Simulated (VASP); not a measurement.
# NaCl in VASP: further runs

The runs below take NaCl through single point, with PBE, r2SCAN.

Program: VASP 6.6.1. These are calculated values, not measurements. Logs are shortened: lines on timing, memory, paths and dates and some standing lists are left out, and cuts for length are marked.

## (1) The cell of the first run

The structure is hexagonal, space group P6_3/mmc (No. 194). Conventional cell: a = 4.721 Å, b = 4.721 Å, c = 5.274 Å, α = 90.00°, β = 90.00°, γ = 120.00°. Na (site symmetry -6m2) has 5 Cl at 2.64 to 2.73 Å within 3.5 Å. Cl (site symmetry -6m2) has 5 Na at 2.64 to 2.73 Å within 3.5 Å.

## (2) Single point, PBE (uniaxial z strain -5.3%)

Input file INCAR:

```
SYSTEM = NaCl
ALGO     = Normal         ! electronic algorithm
EDIFF    = 1E-6           ! SCF threshold, eV
ENCUT    = 520            ! plane-wave cutoff, eV
GGA      = PE             ! functional
ISIF     = 2              ! what is computed and relaxed
ISMEAR   = -1             ! smearing method
LASPH    = .TRUE.         ! aspherical terms in the spheres
LCHARG   = .TRUE.         ! write CHGCAR
LELF     = .TRUE.         ! ELF
LREAL    = .FALSE.        ! projectors in reciprocal space
LVHAR    = .TRUE.       
LWAVE    = .FALSE.        ! write WAVECAR
NBANDS   = 22             ! bands
NELM     = 100            ! most SCF steps
PREC     = Accurate       ! precision mode
SIGMA    = 0.02           ! smearing width, eV
```

Input file KPOINTS:

```
k-points
0
G
  6 6 6
  0 0 0
```

Input file POSCAR:

```
NaCl
1.0
    4.7210773642      0.0000000000      0.0000000000
   -2.3605386821      4.0885729306      0.0000000000
    0.0000000000      0.0000000000      5.2737459728
Na Cl
2 2
Direct
    0.3333333333      0.6666666667     -0.0625000000
    0.6666666667      0.3333333333      0.4375000000
    0.3333333333      0.6666666667      0.4375000000
    0.6666666667      0.3333333333      0.9375000000
```

Potentials or basis: VASP PAW PBE potentials, release 64 (Na_pv, Cl).

Run with:

```
$ cat potpaw_PBE.64/Na_pv/POTCAR potpaw_PBE.64/Cl/POTCAR > POTCAR
$ mpirun -np 1 vasp_std > vasp.out
```

OUTCAR:

```text
SYSTEM = NaCl
   EDIFF = 1E-6
   ENCUT = 520
   GGA = PE
   ISIF = 2
   ISMEAR = -1
   LASPH = .TRUE.
   LREAL = .FALSE.
   NELM = 100
   PREC = Accurate

 ion  position               nearest neighbor table
   1  0.333  0.667  0.938-   3 2.64   3 2.64   4 2.73   4 2.73   4 2.73
   2  0.667  0.333  0.438-   4 2.64   4 2.64   3 2.73   3 2.73   3 2.73
   3  0.333  0.667  0.438-   1 2.64   1 2.64   2 2.73   2 2.73   2 2.73
   4  0.667  0.333  0.938-   2 2.64   2 2.64   1 2.73   1 2.73   1 2.73

  LATTYP: Found a hexagonal cell.
 ALAT       =     4.7210773642
 C/A-ratio  =     1.1170640864

  Lattice vectors:

 A1 = (   4.7210773642,   0.0000000000,   0.0000000000)
 A2 = (  -2.3605386821,   4.0885729306,   0.0000000000)
 A3 = (   0.0000000000,   0.0000000000,   5.2737459728)

Analysis of symmetry for initial positions (statically):
=====================================================================
 Subroutine PRICEL returns:
 Original cell was already a primitive cell.

 Routine SETGRP: Setting up the symmetry group for a
 hexagonal supercell.

 Subroutine GETGRP returns: Found 24 space group operations
 (whereof  6 operations were pure point group operations)
 out of a pool of 24 trial point group operations.

The static configuration has the point symmetry C_3v.
 The point group associated with its full space group is D_6h.

Analysis of symmetry for dynamics (positions and initial velocities):
=====================================================================
 Subroutine PRICEL returns:
 Original cell was already a primitive cell.

 Routine SETGRP: Setting up the symmetry group for a
 hexagonal supercell.

 Subroutine GETGRP returns: Found 24 space group operations
 (whereof  6 operations were pure point group operations)
 out of a pool of 24 trial point group operations.

The dynamic configuration has the point symmetry C_3v.
 The point group associated with its full space group is D_6h.

 Subroutine INISYM returns: Found 24 space group operations
 (whereof  6 operations are pure point group operations),
 and found     1 'primitive' translations

----------------------------------------------------------------------------------------

                                     Primitive cell

  volume of cell :     101.7963

  direct lattice vectors                    reciprocal lattice vectors
     4.721077364  0.000000000  0.000000000     0.211816059  0.122292058  0.000000000
    -2.360538682  4.088572931  0.000000000     0.000000000  0.244584117  0.000000000
     0.000000000  0.000000000  5.273745973     0.000000000  0.000000000  0.189618538

  length of vectors
     4.721077364  4.721077364  5.273745973     0.244584117  0.244584117  0.189618538

  position of ions in fractional coordinates (direct lattice)
     0.333333333  0.666666667  0.937500000
     0.666666667  0.333333333  0.437500000
     0.333333333  0.666666667  0.437500000
     0.666666667  0.333333333  0.937500000

  ion indices of the primitive-cell ions
   primitive index   ion index
                 1           1
                 2           2
                 3           3
                 4           4

----------------------------------------------------------------------------------------

 KPOINTS: k-points

Automatic generation of k-mesh.
 Grid dimensions read from file:
 generate k-points for:    6    6    6

 Generating k-lattice:

  Cartesian coordinates                     Fractional coordinates (reciprocal lattice)
     0.035302676  0.020382010  0.000000000     0.166666667  0.000000000  0.000000000
     0.000000000  0.040764019  0.000000000     0.000000000  0.166666667  0.000000000
     0.000000000  0.000000000  0.031603090     0.000000000  0.000000000  0.166666667

  Length of vectors
     0.040764019  0.040764019  0.031603090

  Shift w.r.t. Gamma in fractional coordinates (k-lattice)
     0.000000000  0.000000000  0.000000000

 Subroutine IBZKPT returns following result:
 ===========================================

 Found     28 irreducible k-points:

 Following reciprocal coordinates:
            Coordinates               Weight
  0.000000  0.000000  0.000000      1.000000
  0.166667  0.000000  0.000000      6.000000
  0.333333  0.000000  0.000000      6.000000
  0.500000  0.000000  0.000000      3.000000
  0.166667  0.166667  0.000000      6.000000
  0.333333  0.166667  0.000000     12.000000
[... 16 lines left out ...]
  0.166667  0.000000  0.500000      6.000000
  0.333333  0.000000  0.500000      6.000000
 [... further k-points ...]
   k-points           NKPTS =     28   k-points in BZ     NKDIM =     28   number of bands    NBANDS=     22
   number of dos      NEDOS =    301   number of ions     NIONS =      4
   total plane-waves  NPLWV =  51840
   dimension x,y,z NGX =    36 NGY =   36 NGZ =   40
   dimension x,y,z NGXF=    72 NGYF=   72 NGZF=   80
   ions per type =               2   2
   NGX,Y,Z   is equivalent  to a cutoff of  12.68, 12.68, 12.61 a.u.
[... 23 lines left out ...]
   NUPDOWN=      -1.0000    fix difference up-down
   EMIN   =  10.00;   EMAX   =-10.00  energy-range for DOS
   EFERMI =   0.00;   METHOD = LEGACY
   ISMEAR =    -1;   SIGMA  =   0.02  broadening in eV -4-tet -1-fermi 0-gaus
   EFERMI_NEDOS =   21; number of points for ismear=-14 and -15
   IALGO  =     38    algorithm
   IMIX   =      4    mixing-type and parameters
     AMIX     =   0.40;   BMIX     =  1.00
     AMIX_MAG =   1.60;   BMIX_MAG =  1.00
  volume/ion in A,a.u.               =      25.45       171.74
  Fermi-wavevector in a.u.,A,eV,Ry     =   1.064674  2.011943 15.422634  1.133532
  Thomas-Fermi vector in A             =   2.200201
   LORBIT       =      0    0 simple, 1 ext, 2 COOP (PROOUT), +10 PAW based schemes
   GGA     = PE    functional components
   LHFCALC =     F    Hartree Fock is set to
   AEXX    =    0.0000 exact exchange contribution
   IVDW    =     0    specifies the selected vdW correction
   LEPSILON=     F    determine dielectric tensor
   LRPA    =     F    only Hartree local field effects (RPA)
 non-spin polarized calculation
  energy-cutoff  :      520.00
  volume of cell :      101.80
 maximum number of plane-waves:      2768
 NGX is ok and might be reduce to    36
   NGX = 17   NGY = 17   NGZ = 19

 number of electron      28.0000023 magnetization

 Free energy of the ion-electron system (eV)
  ---------------------------------------------------
  ext. energy  EPLUGINS =         0.00000000
  ---------------------------------------------------
  free energy    TOTEN  =       -13.31979642 eV

  energy without entropy =      -13.31979642  energy(sigma->0) =      -13.31979642

 E-fermi :  -1.0582     XC(G=0):  -7.4119

 val. band max:       -1.4472643959   @ k =   0.0000   0.0000   0.0000
 cond. band min:       3.5649667447   @ k =   0.0000   0.0000   0.0000
 fundamental gap:      5.0122311405
 Fermi energy:        -1.0582271806

 k-point     1 :       0.0000    0.0000    0.0000
  band No.  band energies     occupation
      1     -22.1633      2.00000
      2     -22.1633      2.00000
      3     -22.1616      2.00000
      4     -22.1515      2.00000
      5     -22.1515      2.00000
      6     -22.1346      2.00000
[... 14 lines left out ...]
     21      10.0317      0.00000
     22      10.1001      0.00000

 k-point     2 :       0.1667    0.0000    0.0000
  band No.  band energies     occupation
      1     -22.1646      2.00000
      2     -22.1640      2.00000
      3     -22.1599      2.00000
      4     -22.1538      2.00000
      5     -22.1513      2.00000
      6     -22.1362      2.00000
[... 14 lines left out ...]
     21       9.6143      0.00000
     22       9.9903      0.00000

 k-point     3 :       0.3333    0.0000    0.0000
  band No.  band energies     occupation
      1     -22.1671      2.00000
      2     -22.1654      2.00000
      3     -22.1585      2.00000
      4     -22.1556      2.00000
      5     -22.1509      2.00000
      6     -22.1401      2.00000
[... 14 lines left out ...]
     21       9.7019      0.00000
     22      10.4672      0.00000
[... 476 lines left out ...]
 k-point    23 :       0.1667    0.0000    0.5000
  band No.  band energies     occupation
      1     -22.1659      2.00000
      2     -22.1659      2.00000
      3     -22.1576      2.00000
      4     -22.1576      2.00000
      5     -22.1475      2.00000
      6     -22.1475      2.00000
[... 14 lines left out ...]
     21      10.3555      0.00000
     22      10.3555      0.00000

 k-point    24 :       0.3333    0.0000    0.5000
  band No.  band energies     occupation
      1     -22.1743      2.00000
      2     -22.1743      2.00000
      3     -22.1581      2.00000
      4     -22.1581      2.00000
      5     -22.1424      2.00000
      6     -22.1424      2.00000
[... 14 lines left out ...]
     21       9.8233      0.00000
     22       9.8233      0.00000

 [... further k-points ...]

------------------------ aborting loop because EDIFF is reached ----------------------------------------

  FORCE on cell =-STRESS in cart. coord.  units (eV):
  Direction    XX          YY          ZZ          XY          YZ          ZX
  --------------------------------------------------------------------------------------
  -------------------------------------------------------------------------------------
  Total        0.9068451      0.9068451      3.1356574      0.0000000      0.0000000      0.0000000
  in kB       14.2728795     14.2728795     49.3522679      0.0000000      0.0000000      0.0000000
  external PRESSURE =      25.9660090 kB  Pullay stress =       0.0000000 kB

 VOLUME and BASIS-vectors are now :
 -----------------------------------------------------------------------------
  energy-cutoff  :      520.00
  volume of cell :      101.80
      direct lattice vectors                 reciprocal lattice vectors
     4.721077364  0.000000000  0.000000000     0.211816059  0.122292058  0.000000000
    -2.360538682  4.088572931  0.000000000     0.000000000  0.244584117  0.000000000
     0.000000000  0.000000000  5.273745973     0.000000000  0.000000000  0.189618538

 POSITION                                       TOTAL-FORCE (eV/Angst)
 -----------------------------------------------------------------------------------
     -0.00000      2.72572      4.94414        -0.000000      0.000000      0.000000
      2.36054      1.36286      2.30726         0.000000     -0.000000     -0.000000
     -0.00000      2.72572      2.30726        -0.000000      0.000000      0.000000
      2.36054      1.36286      4.94414        -0.000000     -0.000000     -0.000000
 -----------------------------------------------------------------------------------
    total drift:                               -0.000000      0.000000      0.000000

  FREE ENERGIE OF THE ION-ELECTRON SYSTEM (eV)
  ---------------------------------------------------
  free  energy   TOTEN  =       -13.3197964170 eV

  energy  without entropy=      -13.3197964169  energy(sigma->0) =      -13.31979642
```

It took 2 min on 1 thread of Intel Xeon 8259CL, shared host; peak memory 0.2 GiB.

What came out:

```yaml
Free_energy: -13.3198 eV
Pressure: 2.6 GPa
Band_gap_on_the_k_mesh: 5.01 eV
```

Levels at points of the mesh, in eV from the valence-band top:
```csv
k point,band 11,band 12,band 13,band 14,band 15,band 16,band 17,band 18
"(0.00, 0.00, 0.00)",-0.87,-0.29,-0.29,0.00,5.01,7.93,9.80,9.80
"(0.50, 0.00, 0.00)",-1.04,-0.74,-0.55,-0.16,7.29,7.93,9.10,9.19
"(0.00, 0.00, 0.50)",-0.59,-0.59,-0.59,-0.59,6.91,6.91,9.63,9.63
"(0.50, 0.00, 0.50)",-0.68,-0.68,-0.24,-0.24,7.49,7.49,10.32,10.32
```

Caveat: the cell differs from its parent crystal (uniaxial z strain -5.3%); the structure was generated, so it needn't be the stable form of NaCl. A k mesh can miss the band edges.

## (3) Single point, r2SCAN (uniaxial z strain -5.3%)

POSCAR is that of step 2.

Input file INCAR.step1:

```
  PREC = Accurate
  ENCUT = 520
  ISMEAR = 0
  SIGMA = 0.01
  LREAL = False
  LASPH = True
  NELM = 100
  NBANDS = 22
  GGA = PE
  ALGO = Normal
  EDIFF = 1E-4
  LWAVE = True
  LCHARG = False
```

Input file INCAR.step2:

```
  PREC = Accurate
  ENCUT = 520
  EDIFF = 1E-7
  ISMEAR = 0
  SIGMA = 0.01
  LREAL = False
  LASPH = True
  NELM = 100
  ALGO = Normal
  ISIF = 2
  LWAVE = False
  LCHARG = False
  METAGGA = R2SCAN
  LMIXTAU = True
  NBANDS = 22
  ISTART = 1
```

Input file KPOINTS:

```
Automatic mesh
0
Gamma
  6 6 6
```

Potentials or basis: VASP PAW PBE potentials, release 64 (Na_pv, Cl).

Run with:

```
$ cat potpaw_PBE.64/Na_pv/POTCAR potpaw_PBE.64/Cl/POTCAR > POTCAR
$ cp INCAR.step1 INCAR
$ mpirun -np 1 vasp_std > vasp.out
$ cp INCAR.step2 INCAR
$ mpirun -np 1 vasp_std > vasp.out
```

It took 8.4 min on 1 thread of Intel Xeon 8259CL, shared host; peak memory 0.21 GiB.

Results (log left out):

```
Free energy            : -27.2837 eV
Pressure               : 1.5 GPa
Band gap on the k mesh : 5.63 eV
```

Stress tensor (GPa, compression positive):
```
0.40 0.00 0.00
0.00 0.40 0.00
0.00 0.00 3.71
```

Levels at points of the mesh, in eV from the valence-band top:
```tsv
k point	band 11	band 12	band 13	band 14	band 15	band 16	band 17	band 18
(0.00, 0.00, 0.00)	-0.90	-0.32	-0.32	0.00	5.63	8.76	10.48	10.48
(0.50, 0.00, 0.00)	-1.06	-0.74	-0.56	-0.17	7.73	8.81	9.61	10.14
(0.00, 0.00, 0.50)	-0.62	-0.62	-0.62	-0.62	7.50	7.50	10.32	10.32
(0.50, 0.00, 0.50)	-0.70	-0.70	-0.26	-0.26	8.01	8.01	11.19	11.19
```

Caveat: the cell differs from its parent crystal (uniaxial z strain -5.3%); the structure was generated, so it needn't be the stable form of NaCl; the PAW data sets were made with another functional, which shifts forces and pressure a little.

## (4) Single point, PBE (uniaxial x strain +2.4%)

Input file INCAR:

```
PREC     = Accurate       # precision mode
ENCUT    = 520            # plane-wave cutoff, eV
EDIFF    = 1E-7           # SCF threshold, eV
ISMEAR   = -1             # smearing method
SIGMA    = 0.02           # smearing width, eV
LREAL    = False          # projectors in reciprocal space
LASPH    = True           # aspherical terms in the spheres
NELM     = 80             # most SCF steps
ALGO     = Normal         # electronic algorithm
ISIF     = 2              # what is computed and relaxed
LWAVE    = False          # write WAVECAR
LCHARG   = True           # write CHGCAR
GGA      = PE             # functional
LELF     = True           # ELF
LVHAR    = True         
NBANDS   = 22             # bands
```

Input file KPOINTS:

```
regular mesh
0
Gamma
  6 6 6
```

Input file POSCAR:

```
NaCl
1.0
    4.8334390055      0.0000000000      0.0000000000
   -2.4167195027      4.0885729306      0.0000000000
    0.0000000000      0.0000000000      5.5694856614
Na Cl
2 2
Direct
    0.3322783554      0.6645567108     -0.0625000000
    0.6677216446      0.3354432892      0.4375000000
    0.3308015581      0.6616031162      0.4375000000
    0.6691984419      0.3383968838      0.9375000000
```

Run with:

```
$ cat potpaw_PBE.64/Na_pv/POTCAR potpaw_PBE.64/Cl/POTCAR > POTCAR
$ mpirun -np 1 vasp_std > vasp.out
```

It took 3.2 min on 1 thread of Intel Xeon 8259CL, shared host; peak memory 0.24 GiB.

The run converged. Its results:

```
Free energy            : -13.4270 eV
Pressure               : 0.4 GPa
Largest force          : 0.004 eV/Å
Band gap on the k mesh : 4.79 eV
```

Forces in eV/Å, atoms in the order of the input:
```
Na   0.000 -0.004  0.000
Na   0.000  0.004  0.000
Cl   0.000 -0.002  0.000
Cl   0.000  0.002  0.000
```

Stress tensor (GPa, compression positive):
```
0.12 0.00 0.00
0.00 0.22 0.00
0.00 0.00 0.71
```

Levels at points of the mesh, in eV from the valence-band top:
```tsv
k point	band 11	band 12	band 13	band 14	band 15	band 16	band 17	band 18
(0.00, 0.00, 0.00)	-0.73	-0.29	-0.29	0.00	4.79	7.62	9.59	9.86
(0.50, 0.00, 0.00)	-0.94	-0.74	-0.50	-0.19	7.24	7.50	8.78	8.89
(0.00, 0.50, 0.00)	-0.94	-0.71	-0.48	-0.21	7.25	7.50	8.79	8.81
(0.00, 0.00, 0.50)	-0.54	-0.54	-0.51	-0.51	6.58	6.58	9.55	9.55
(0.50, 0.00, 0.50)	-0.60	-0.60	-0.23	-0.23	7.32	7.32	9.71	9.71
(0.00, 0.50, 0.50)	-0.64	-0.64	-0.25	-0.25	7.35	7.35	9.79	9.79
```

Caveat: the cell differs from its parent crystal (uniaxial x strain +2.4%); the structure was generated, so it needn't be the stable form of NaCl.

## (5) Single point, r2SCAN (uniaxial x strain +2.4%)

POSCAR is that of step 4.

Input file INCAR.step1:

```
SYSTEM = NaCl
  PREC = Accurate
  ENCUT = 520
  ISMEAR = 0
  SIGMA = 0.01
  LREAL = .FALSE.
  LASPH = .TRUE.
  NELM = 60
  NBANDS = 22
  GGA = PE
  ALGO = Normal
  EDIFF = 1E-4
  LWAVE = .TRUE.
  LCHARG = .FALSE.
```

Input file INCAR.step2:

```
SYSTEM = NaCl
  PREC = Accurate
  ENCUT = 520
  EDIFF = 1E-7
  ISMEAR = 0
  SIGMA = 0.01
  LREAL = .FALSE.
  LASPH = .TRUE.
  NELM = 60
  ALGO = Normal
  ISIF = 2
  LWAVE = .FALSE.
  LCHARG = .FALSE.
  METAGGA = R2SCAN
  LMIXTAU = .TRUE.
  NBANDS = 22
  ISTART = 1
```

Input file KPOINTS:

```
regular mesh
0
G
  6 6 6
  0 0 0
```

Run with:

```
$ cat potpaw_PBE.64/Na_pv/POTCAR potpaw_PBE.64/Cl/POTCAR > POTCAR
$ cp INCAR.step1 INCAR
$ mpirun -np 1 vasp_std > vasp.out
$ cp INCAR.step2 INCAR
$ mpirun -np 1 vasp_std > vasp.out
```

It took 13 min on 1 thread of Intel Xeon 8259CL, shared host; peak memory 0.25 GiB.

The run converged. Its results:

* Free energy: -27.3323 eV
* Pressure: -0.6 GPa
* Band gap on the k mesh: 5.43 eV

Stress tensor (GPa, compression positive):
```
-0.83  0.00  0.00
 0.00 -0.71  0.00
 0.00  0.00 -0.42
```

Levels at points of the mesh, in eV from the valence-band top:
| k point | band 12 | band 13 | band 14 | band 15 | band 16 | band 17 |
| --- | --- | --- | --- | --- | --- | --- |
| (0.00, 0.00, 0.00) | -0.31 | -0.30 | 0.00 | 5.43 | 8.46 | 10.28 |
| (0.50, 0.00, 0.00) | -0.73 | -0.50 | -0.20 | 7.69 | 8.37 | 9.40 |
| (0.00, 0.50, 0.00) | -0.70 | -0.49 | -0.22 | 7.71 | 8.37 | 9.31 |
| (0.00, 0.00, 0.50) | -0.56 | -0.53 | -0.53 | 7.20 | 7.20 | 10.25 |
| (0.50, 0.00, 0.50) | -0.61 | -0.24 | -0.24 | 7.87 | 7.87 | 10.59 |
| (0.00, 0.50, 0.50) | -0.65 | -0.26 | -0.26 | 7.89 | 7.89 | 10.70 |

Caveat: the cell differs from its parent crystal (uniaxial x strain +2.4%); the structure was generated, so it needn't be the stable form of NaCl; the PAW data sets were made with another functional, which shifts forces and pressure a little.

## (6) Summary

```tsv
level	cell	smearing	gap on the mesh (eV)	pressure (GPa)
PBE	a = 4.721, b = 4.721, c = 5.274 Å, angles 90.0, 90.0, 120.0°, 4 atoms, uniaxial z strain -5.3%	fermi-dirac 0.02 eV	5.01	2.6
r2SCAN	a = 4.721, b = 4.721, c = 5.274 Å, angles 90.0, 90.0, 120.0°, 4 atoms, uniaxial z strain -5.3%	gaussian 0.01 eV	5.63	1.5
PBE	a = 4.833, b = 4.749, c = 5.569 Å, angles 90.0, 90.0, 120.6°, 4 atoms, uniaxial x strain +2.4%	fermi-dirac 0.02 eV	4.79	0.4
r2SCAN	a = 4.833, b = 4.749, c = 5.569 Å, angles 90.0, 90.0, 120.6°, 4 atoms, uniaxial x strain +2.4%	gaussian 0.01 eV	5.43	-0.6
```

Alike in all rows: task single point; potentials or basis VASP PAW PBE potentials, release 64 (Na_pv, Cl); no spin polarisation; k mesh 6 × 6 × 6; cutoff (eV) 520.

Caveats: the structure was generated, so it needn't be the stable form of NaCl; the PAW data sets were made with another functional, which shifts forces and pressure a little (at least some runs).

Total energies depend on the potentials used, so only differences within one code and one set of settings carry meaning.
